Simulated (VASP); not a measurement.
# Cu: single point with PBEsol

The system is Cu.

```
Cu
1.0
     2.53076    0.00000    0.00000
    -1.26538    2.19171    0.00000
     0.00000    0.00000    8.26182
Cu
4
Direct
  0.66667 0.33333 0.75000
  0.00000 0.00000 0.50000
  0.33333 0.66667 0.25000
  0.00000 0.00000 0.00000
```

```yaml
Program: VASP 6.6.1
Task: single point
Functional: PBEsol
Potentials_or_basis: VASP PAW PBE potentials, release 64 (Cu)
Cutoff: 520 eV
k_mesh: 12 × 12 × 4
Occupations: fermi-dirac, width 0.05 eV
Spin: no spin polarisation
Dipole_correction: no
Further_INCAR_settings: ALGO = Normal; EDIFF = 1e-06; NBANDS = 30
```

```
Pressure               : -0.7 GPa
Band gap on the k mesh : zero (band 22 reaches 11.17 eV, above the bottom of band 23 at 5.96 eV)
```

Stress tensor (GPa, compression positive):
```
-0.55  0.00  0.00
 0.00 -0.55  0.00
 0.00  0.00 -1.05
```

Levels at points of the mesh, in eV from the Fermi level:
| k point | band 19 | band 20 | band 21 | band 22 | band 23 | band 24 | band 25 | band 26 |
| --- | --- | --- | --- | --- | --- | --- | --- | --- |
| (0.00, 0.00, 0.00) | -2.06 | -1.90 | -1.90 | -1.60 | -1.60 | -1.03 | 3.99 | 12.78 |
| (0.50, 0.00, 0.00) | -1.46 | -1.44 | -0.60 | 0.43 | 1.06 | 1.64 | 4.80 | 4.83 |
| (0.00, 0.00, 0.50) | -2.20 | -2.20 | -1.72 | -1.72 | -1.72 | -1.72 | 7.15 | 7.15 |
| (0.50, 0.00, 0.50) | -1.47 | -1.47 | 0.11 | 0.11 | 1.44 | 1.44 | 5.31 | 5.31 |

Wall time 29 s on 1 thread of Intel(R) Xeon(R) 6975P-C (Granite Rapids), on a shared host, peak memory 0.19 GiB.

Caveat: the PAW data sets were made with another functional, which shifts forces and pressure a little.
